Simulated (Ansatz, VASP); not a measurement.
# One calculation of FeS2, two programs

```xyz
12
Lattice="5.4565 0.0000 0.0000 0.0000 5.4565 0.0000 0.0000 0.0000 5.4565" Properties=species:S:1:pos:R:3 pbc="T T T"
Fe    0.0000    2.7283    2.7283
Fe    2.7283    2.7283    0.0000
Fe    2.7283    0.0000    2.7283
Fe    0.0000    0.0000    0.0000
S     2.1007    0.6275    4.8290
S     0.6275    4.8290    2.1007
S     4.8290    2.1007    0.6275
S     3.3558    3.3558    3.3558
S     2.1007    2.1007    2.1007
S     0.6275    3.3558    4.8290
S     4.8290    0.6275    3.3558
S     3.3558    4.8290    0.6275
```

Alike in both runs: task single point; functional r2SCAN; k mesh 4 × 4 × 4; no spin polarisation.

```csv
,VASP,Ansatz
version,VASP 6.6.1,Ansatz 0.2.0
potentials or method,"VASP PAW PBE potentials, release 64 (Fe, S)","plane waves, PAW"
plane-wave cutoff (eV),660,500
occupations,"gaussian, width 0.01 eV",fixed
valence electrons in the cell,80,112
```

|  | VASP | Ansatz | Ansatz less VASP |
| --- | --- | --- | --- |
| gap on the k mesh at the Fermi level (eV) | 0.95 | 0.93 | -0.025 |
| pressure (GPa) | -4.4 | -4.4 | -0.01 |
| rms of the force components (eV/Å) | 0.078 | 0.040 | -0.0380 |

VASP's potentials were made for PBE, not for r2SCAN. Atom by atom the forces differ by 0.038 eV/Å (rms over components). VASP's potentials hold 80 valence electrons a cell and Ansatz's 112, so a difference there can come from the potentials and not from the codes.
